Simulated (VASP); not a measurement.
A run of VASP 6.6.1 is set up as follows.

INCAR

```
PREC = Accurate
ENCUT = 750
EDIFF = 1E-7
ISMEAR = 0
SIGMA = 0.1
LREAL = F
LASPH = T
NELM = 120
ALGO = Normal
ISIF = 3
LWAVE = F
LCHARG = F
GGA = PS
IBRION = 2
NSW = 90
EDIFFG = -0.04
GGA_COMPAT = F
NELMIN = 4
```

File KPOINTS:

```
regular mesh
0
Gamma
  6 6 6
```

The input POSCAR:

```
Mg
1.0
    0.0000000000      2.9468562911      2.9468562911
    2.9468562911      0.0000000000      2.9468562911
    2.9468562911      2.9468562911      0.0000000000
Mg
2
Direct
    0.5000000000      0.5000000000      0.5000000000
    0.7500000000      0.7500000000      0.7500000000
```

Potentials or basis: VASP PAW PBE potentials, release 64 (Mg_sv).

Command:

```bash
$ cat potpaw_PBE.64/Mg_sv/POTCAR > POTCAR
$ mpirun -np 1 vasp_std > vasp.out
```

Q: Estimate the space group after relaxing (to 0.1 Å).

A: Fd-3m (No. 227).

Q: Estimate the relaxed cell.

A: a = 4.792 Å, b = 4.792 Å, c = 4.792 Å, α = 60.00°, β = 60.00°, γ = 60.00°.

Q: What does it give for the band gap on the k mesh?

A: Zero (bands 10 and 11 overlap by 3.80 eV).

Q: Predict the relaxed volume.

A: 38.90 Å³/atom.

Final structure:
```xyz
2
Lattice="0.0000 3.3884 3.3884 3.3884 0.0000 3.3884 3.3884 3.3884 0.0000" Properties=species:S:1:pos:R:3 pbc="T T T"
Mg    3.3884    3.3884    3.3884
Mg    5.0825    5.0825    5.0825
```

Caveat: the volume moved by over 15 % at a fixed basis, so the end points are rough; the PAW data sets were made with another functional, which shifts forces and pressure a little.
